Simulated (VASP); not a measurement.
Here is a VASP 6.6.1 calculation.

Contents of INCAR:

```
SYSTEM = LiPb
  PREC = Accurate
  ENCUT = 520
  EDIFF = 1E-7
  ISMEAR = -1
  SIGMA = 0.1
  LREAL = .False.
  LASPH = .True.
  NELM = 80
  ALGO = Normal
  ISIF = 2
  LWAVE = .False.
  LCHARG = .False.
  NBANDS = 16
```

The input KPOINTS:

```
Automatic mesh
0
Gamma
  7 7 7
  0 0 0
```

The input POSCAR:

```
LiPb
1.0
    2.5154702950      1.4523075567      2.0808412140
   -2.5154702950      1.4523075567      2.0808412140
    0.0000000000     -2.9046151133      2.0808412140
Li Pb
1 1
Direct
    0.5000000000      0.5000000000      0.5000000000
    0.0000000000      0.0000000000      0.0000000000
```

Potentials or basis: VASP PAW LDA potentials, release 64 (Li_sv, Pb_d).

Command:

```sh
$ cat potpaw_LDA.64/Li_sv/POTCAR potpaw_LDA.64/Pb_d/POTCAR > POTCAR
$ mpirun -np 1 vasp_std > vasp.out
```

Question: What does it give for the band gap on the k mesh?

Answer: Zero (an odd number of electrons rules out a gap without spin polarisation).

Caveat: spin-orbit coupling is left out, which moves the levels of the heavy elements.
